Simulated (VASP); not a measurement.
# Al2Cu (I4/mmm) in VASP: further runs

Runs on Al2Cu. Level: PBE. Tasks: single point.

All numbers are computed with VASP 6.6.1; they aren't measurements. Logs are shortened: lines on timing, memory, paths and dates and some standing lists are left out, and cuts for length are marked.

## Step 1: The cell of the first run

The structure is tetragonal, space group I4/mmm (No. 139). The conventional cell has a = 4.185 Å, b = 4.185 Å, c = 5.494 Å, α = 90.00°, β = 90.00°, γ = 90.00°. Within 3.3 Å of Al (site symmetry -4m2) lie 4 Cu at 2.50 Å and 6 Al at 2.75 to 2.96 Å. Within 3.3 Å of Cu (site symmetry 4/mmm) lie 8 Al at 2.50 Å.

## Step 2: Single point, PBE

INCAR

```
SYSTEM = Al2Cu
PREC = Accurate
ENCUT = 520
EDIFF = 1E-6
ISMEAR = 0
SIGMA = 0.15
LREAL = .FALSE.
LASPH = .TRUE.
NELM = 60
ALGO = Fast
ISIF = 2
LWAVE = .FALSE.
LCHARG = .FALSE.
GGA = PE
NBANDS = 16
```

KPOINTS

```
Automatic mesh
0
G
  14 14 14
  0 0 0
```

POSCAR

```
Al2Cu
1.0
   -2.0922936102      2.0922936102      2.7468500000
    2.0922936102     -2.0922936102      2.7468500000
    2.0922936102      2.0922936102     -2.7468500000
Al Cu
2 1
Direct
    0.7500000000      0.2500000000      0.5000000000
    0.2500000000      0.7500000000      0.5000000000
    0.5000000000      0.5000000000      0.0000000000
```

Potentials or basis: VASP PAW PBE potentials, release 64 (Al, Cu).

Launch:

```console
$ cat potpaw_PBE.64/Al/POTCAR potpaw_PBE.64/Cu/POTCAR > POTCAR
$ mpirun -np 1 vasp_std > vasp.out
```

OUTCAR:

```text
SYSTEM = Al2Cu
   PREC = Accurate
   ENCUT = 520
   EDIFF = 1E-6
   ISMEAR = 0
   LREAL = .FALSE.
   LASPH = .TRUE.
   NELM = 60
   ISIF = 2
   GGA = PE

 ion  position               nearest neighbor table
   1  0.750  0.250  0.500-   3 2.50   3 2.50   3 2.50   3 2.50   2 2.75   2 2.75   2 2.96   2 2.96
                             2 2.96   2 2.96
   2  0.250  0.750  0.500-   3 2.50   3 2.50   3 2.50   3 2.50   1 2.75   1 2.75   1 2.96   1 2.96
                             1 2.96   1 2.96
   3  0.500  0.500  0.000-   2 2.50   1 2.50   2 2.50   1 2.50   1 2.50   2 2.50   1 2.50   2 2.50

  LATTYP: Found a body centered tetragonal cell.
 ALAT       =     4.1845872204
 C/A-ratio  =     1.3128415566

  Lattice vectors:

 A1 = (  -2.0922936102,   2.0922936102,   2.7468500000)
 A2 = (   2.0922936102,  -2.0922936102,   2.7468500000)
 A3 = (   2.0922936102,   2.0922936102,  -2.7468500000)

Analysis of symmetry for initial positions (statically):
=====================================================================
 Subroutine PRICEL returns:
 Original cell was already a primitive cell.

 Routine SETGRP: Setting up the symmetry group for a
 body centered tetragonal supercell.

 Subroutine GETGRP returns: Found 16 space group operations
 (whereof 16 operations were pure point group operations)
 out of a pool of 16 trial point group operations.

The static configuration has the point symmetry D_4h.

Analysis of symmetry for dynamics (positions and initial velocities):
=====================================================================
 Subroutine PRICEL returns:
 Original cell was already a primitive cell.

 Routine SETGRP: Setting up the symmetry group for a
 body centered tetragonal supercell.

 Subroutine GETGRP returns: Found 16 space group operations
 (whereof 16 operations were pure point group operations)
 out of a pool of 16 trial point group operations.

The dynamic configuration has the point symmetry D_4h.

 Subroutine INISYM returns: Found 16 space group operations
 (whereof 16 operations are pure point group operations),
 and found     1 'primitive' translations

----------------------------------------------------------------------------------------

                                     Primitive cell

  volume of cell :      48.0995

  direct lattice vectors                    reciprocal lattice vectors
    -2.092293610  2.092293610  2.746850000     0.000000000  0.238972197  0.182026685
[... 89 lines left out ...]
   LREAL  =      F    real-space projection
   EDIFFG = 0.1E-04   stopping-criterion for IOM
   NSW    =      0    number of steps for IOM
   IBRION =     -1    ionic relax: 0-MD 1-quasi-New 2-CG
   NFREE  =      0    steps in history (QN), initial steepest desc. (CG)
   ISIF   =      2    stress and relaxation
   ISYM   =      2    0-nonsym 1-usesym 2-fastsym
   POTIM  = 0.5000    time-step for ionic-motion
   TEBEG  =    0.0;   TEEND  =   0.0 temperature during run
   PSTRESS=    0.0 pullay stress
   NELECT =      17.0000    total number of electrons
   NUPDOWN=      -1.0000    fix difference up-down
   EMIN   =  10.00;   EMAX   =-10.00  energy-range for DOS
   EFERMI =   0.00;   METHOD = LEGACY
   ISMEAR =     0;   SIGMA  =   0.15  broadening in eV -4-tet -1-fermi 0-gaus
   EFERMI_NEDOS =   21; number of points for ismear=-14 and -15
   IALGO  =     68    algorithm
   IMIX   =      4    mixing-type and parameters
     AMIX     =   0.40;   BMIX     =  1.00
     AMIX_MAG =   1.60;   BMIX_MAG =  1.00
  volume/ion in A,a.u.               =      16.03       108.20
  Fermi-wavevector in a.u.,A,eV,Ry     =   1.157474  2.187308 18.228337  1.339745
  Thomas-Fermi vector in A             =   2.294085
   LORBIT       =      0    0 simple, 1 ext, 2 COOP (PROOUT), +10 PAW based schemes
   GGA     = PE    functional components
   LHFCALC =     F    Hartree Fock is set to
   AEXX    =    0.0000 exact exchange contribution
   IVDW    =     0    specifies the selected vdW correction
   LEPSILON=     F    determine dielectric tensor
   LRPA    =     F    only Hartree local field effects (RPA)
 non-spin polarized calculation
 RMM-DIIS sequential band-by-band and
 Gauss-broadening in eV      SIGMA  =   0.15
  energy-cutoff  :      520.00
  volume of cell :       48.10
 maximum number of plane-waves:      1315
   NGX = 15   NGY = 15   NGZ = 15

 number of electron      17.0000002 magnetization

 Free energy of the ion-electron system (eV)
  ---------------------------------------------------
  ext. energy  EPLUGINS =         0.00000000
  ---------------------------------------------------
  free energy    TOTEN  =       -11.69606006 eV

  energy without entropy =      -11.68530975  energy(sigma->0) =      -11.69068490

 E-fermi :   6.9412     XC(G=0): -10.4267

 val. band max:        6.9399999862   @ k =   0.3571   0.2143   0.0000
 cond. band min:       6.9413191057   @ k =   0.4286   0.0714   0.0714
 fundamental gap:      0.0013191195
 Fermi energy:         6.9412348471

 k-point     1 :       0.0000    0.0000    0.0000
  band No.  band energies     occupation
      1      -3.2094      2.00000
      2       2.4020      2.00000
      3       2.4749      2.00000
      4       2.4749      2.00000
      5       2.9369      2.00000
      6       3.0517      2.00000
[... 433 lines left out ...]
      3       2.5255      2.00000
      4       2.6402      2.00000
      5       2.9584      2.00000
      6       3.0757      2.00000
[... 8 lines left out ...]
     15      14.3096      0.00000
     16      17.4514      0.00000

 [... further k-points ...]

------------------------ aborting loop because EDIFF is reached ----------------------------------------

  FORCE on cell =-STRESS in cart. coord.  units (eV):
  Direction    XX          YY          ZZ          XY          YZ          ZX
  --------------------------------------------------------------------------------------
  -------------------------------------------------------------------------------------
  Total       -0.4113557     -0.4113557      1.9214440      0.0000000     -0.0000000      0.0000000
  in kB      -13.7021254    -13.7021254     64.0026743      0.0000000     -0.0000000      0.0000000
  external PRESSURE =      12.1994745 kB  Pullay stress =       0.0000000 kB

 VOLUME and BASIS-vectors are now :
 -----------------------------------------------------------------------------
  energy-cutoff  :      520.00
  volume of cell :       48.10
      direct lattice vectors                 reciprocal lattice vectors
    -2.092293610  2.092293610  2.746850000     0.000000000  0.238972197  0.182026685
     2.092293610 -2.092293610  2.746850000     0.238972197  0.000000000  0.182026685
     2.092293610  2.092293610 -2.746850000     0.238972197  0.238972197  0.000000000

 POSITION                                       TOTAL-FORCE (eV/Angst)
 -----------------------------------------------------------------------------------
      0.00000      2.09229      1.37342        -0.000000      0.000000     -0.000000
      2.09229      0.00000      1.37342         0.000000     -0.000000     -0.000000
      0.00000      0.00000      2.74685        -0.000000     -0.000000      0.000000
 -----------------------------------------------------------------------------------
    total drift:                                0.000000     -0.000000      0.000000

  FREE ENERGIE OF THE ION-ELECTRON SYSTEM (eV)
  ---------------------------------------------------
  free  energy   TOTEN  =       -11.6960600618 eV

  energy  without entropy=      -11.6853097460  energy(sigma->0) =      -11.69068490
```

Run time: 2 min. Hardware: 1 thread of AMD EPYC 9R45 (Zen 5), shared host; peak memory 0.28 GiB.

Results:

```
Free energy            : -11.6961 eV
Pressure               : 1.2 GPa
Band gap on the k mesh : zero (an odd number of electrons rules out a gap without spin polarisation)
```

## Step 3: Single point, PBE

This run uses another cell than the first one, of 16.14 Å³/atom.

INCAR

```
SYSTEM = Al2Cu
PREC = Accurate ; ENCUT = 520
EDIFF = 1E-7 ; ISMEAR = 0
SIGMA = 0.15 ; LREAL = .False.
LASPH = .True. ; NELM = 100
ALGO = Fast ; ISIF = 2
LWAVE = .False. ; LCHARG = .False.
GGA = PE ; NBANDS = 16
```

KPOINTS

```
regular mesh
0
Gamma
  14 14 14
  0 0 0
```

POSCAR

```
Al2Cu
1.0
   -1.9969049054      1.9969049054      3.0359500000
    1.9969049054     -1.9969049054      3.0359500000
    1.9969049054      1.9969049054     -3.0359500000
Al Cu
2 1
Direct
    0.7500000000      0.2500000000      0.5000000000
    0.2500000000      0.7500000000      0.5000000000
    0.5000000000      0.5000000000      0.0000000000
```

Potentials or basis: VASP PAW PBE potentials, release 64 (Al, Cu).

Launch:

```console
$ cat potpaw_PBE.64/Al/POTCAR potpaw_PBE.64/Cu/POTCAR > POTCAR
$ mpirun -np 1 vasp_std > vasp.out
```

Run time: 2.4 min. Hardware: 1 thread of AMD EPYC 9R45 (Zen 5), shared host; peak memory 0.29 GiB.

Results (log left out):

```yaml
Free_energy: -11.7086 eV
Pressure: 0.2 GPa
Band_gap_on_the_k_mesh: zero (an odd number of electrons rules out a gap without spin polarisation)
```

Stress tensor (GPa, compression positive):
```
 2.10  0.00  0.00
 0.00  2.10  0.00
 0.00  0.00 -3.65
```

Levels at points of the mesh, in eV from the Fermi level:
| k point | band 7 | band 8 | band 9 | band 10 | band 11 | band 12 |
| --- | --- | --- | --- | --- | --- | --- |
| (0.00, 0.00, 0.00) | 2.52 | 2.59 | 2.59 | 3.12 | 3.12 | 3.38 |
| (0.50, 0.00, 0.00) | -3.81 | 0.26 | 0.94 | 2.38 | 3.06 | 3.99 |
| (0.50, 0.50, 0.00) | -3.57 | -2.35 | -1.83 | -0.02 | 1.43 | 8.82 |
| (0.50, 0.50, 0.50) | -3.76 | -1.64 | -1.64 | 0.82 | 1.83 | 8.93 |

## Step 4: Single point, PBE

This run uses another cell than the first one, of 16.31 Å³/atom.

INCAR

```
PREC = Accurate
ENCUT = 520
EDIFF = 1E-6
ISMEAR = 0
SIGMA = 0.15
LREAL = F
LASPH = T
NELM = 80
ALGO = Fast
ISIF = 2
LWAVE = F
LCHARG = F
GGA = PE
NBANDS = 16
```

KPOINTS

```
regular mesh
0
Gamma
  14 14 14
```

POSCAR

```
Al2Cu
1.0
   -2.0922936102      2.0922936102      2.7950000000
    2.0922936102     -2.0922936102      2.7950000000
    2.0922936102      2.0922936102     -2.7950000000
Al Cu
2 1
Direct
    0.7500000000      0.2500000000      0.5000000000
    0.2500000000      0.7500000000      0.5000000000
    0.5000000000      0.5000000000      0.0000000000
```

Launch:

```console
$ cat potpaw_PBE.64/Al/POTCAR potpaw_PBE.64/Cu/POTCAR > POTCAR
$ mpirun -np 1 vasp_std > vasp.out
```

Wall time 2 min (1 thread of AMD EPYC 9R45 (Zen 5), shared host); peak memory 0.28 GiB.

It converged, with:

```yaml
Free_energy: -11.7203 eV
Pressure: -0.7 GPa
Band_gap_on_the_k_mesh: zero (an odd number of electrons rules out a gap without spin polarisation)
```

Stress tensor (GPa, compression positive):
```
-2.50  0.00  0.00
 0.00 -2.50  0.00
 0.00  0.00  2.96
```

Levels at points of the mesh, in eV from the Fermi level:
```
           k point  band 7  band 8  band 9  band 10  band 11  band 12
(0.00, 0.00, 0.00)    2.41    2.79    2.79     3.04     3.04     3.20
(0.50, 0.00, 0.00)   -3.80    0.39    0.82     2.71     2.72     3.91
(0.50, 0.50, 0.00)   -3.66   -2.00   -1.59     0.45     1.69     8.81
(0.50, 0.50, 0.50)   -3.53   -2.16   -2.16    -0.21     1.34     8.98
```

## Step 5: Summary

| cell | further INCAR settings | gap on the mesh (eV) | pressure (GPa) |
| --- | --- | --- | --- |
| a = 4.037 Å, angles 117.6, 117.6, 94.3°, 3 atoms | ALGO = Fast; EDIFF = 1e-06; NBANDS = 16 | none | 1.2 |
| a = 4.146 Å, angles 122.4, 122.4, 85.9°, 3 atoms | ALGO = Fast; EDIFF = 1e-07; NBANDS = 16 | none | 0.2 |
| a = 4.070 Å, angles 118.1, 118.1, 93.3°, 3 atoms | ALGO = Fast; EDIFF = 1e-06; NBANDS = 16 | none | -0.7 |

Alike in all rows: task single point; level PBE; potentials or basis VASP PAW PBE potentials, release 64 (Al, Cu); no spin polarisation; k mesh 14 × 14 × 14; cutoff (eV) 520; smearing gaussian 0.15 eV.

Absolute energies hang on the potentials; compare differences alone.
